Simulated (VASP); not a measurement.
BN: single point with LDA

BN:

```
B N
1.0
     0.00000    1.79028    1.79028
     1.79028    0.00000    1.79028
     1.79028    1.79028    0.00000
B N
1 1
Direct
  0.00000 0.00000 0.00000
  0.75000 0.75000 0.75000
```

| Item | Value |
| --- | --- |
| Program | VASP 6.6.1 |
| Task | single point |
| Functional | LDA |
| Potentials or basis | VASP PAW LDA potentials, release 64 (B, N) |
| Cutoff | 600 eV |
| k mesh | 12 × 12 × 12 |
| Occupations | methfessel-paxton, width 0.02 eV |
| Spin | no spin polarisation |

The pressure is 0.8 GPa. The band gap on the k mesh is 4.38 eV (least direct gap 8.82 eV).

Levels at points of the mesh, in eV from the valence-band top:
```csv
k point,band 2,band 3,band 4,band 5,band 6,band 7
"(0.00, 0.00, 0.00)",0.00,0.00,0.00,8.82,8.82,8.82
"(0.50, 0.00, 0.00)",-10.98,-2.00,-2.00,10.59,10.72,10.72
"(0.50, 0.50, 0.00)",-9.07,-5.07,-5.07,4.38,9.31,18.14
```

Run time: 14 s on 1 thread of Intel Xeon 8259CL, on a shared host, peak memory 0.12 GiB.

A k mesh can miss the band edges.
